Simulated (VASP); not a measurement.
Runs of VASP 6.6.1 on Zr. The structure is that of space group P6_3/mmc (No. 194), or close to it. The cells are those of the table. 

```tsv
spin	cell	smearing	gap on the mesh (eV)	pressure (GPa)
off	a = 3.184, b = 3.184, c = 5.119 Å, angles 90.0, 90.0, 120.0°, 2 atoms	fermi-dirac 0.1 eV	none	0.1
off	a = 3.226, b = 3.226, c = 5.186 Å, angles 90.0, 90.0, 120.0°, 2 atoms	fermi-dirac 0.1 eV	none	-3.5
collinear	a = 3.145, b = 3.145, c = 5.033 Å, angles 90.0, 90.0, 120.0°, 2 atoms	fermi-dirac 0.05 eV	none	(b)
off	a = 3.051, b = 3.051, c = 4.905 Å, angles 90.0, 90.0, 120.0°, 2 atoms	fermi-dirac 0.1 eV	none	(a)
off	a = 3.097, b = 3.097, c = 4.978 Å, angles 90.0, 90.0, 120.0°, 2 atoms	fermi-dirac 0.1 eV	none	9.5
```

Alike in all rows: task single point; level PBEsol; potentials or basis VASP PAW PBE potentials, release 64 (Zr_sv); k mesh 19 × 19 × 10; cutoff (eV) 520.

**Question.** Fill in the values left out.

**Answer.** (a) 15.6; (b) 4.4.

Caveats: the PAW data sets were made with another functional, which shifts forces and pressure a little; the cell stands under pressure (at least some runs); the cell stands under tension (at least some runs).

A k mesh can miss the band edges, and the runs leave out spin-orbit coupling on Zr.

A gap of «none» marks levels without a gap at the run's occupations.
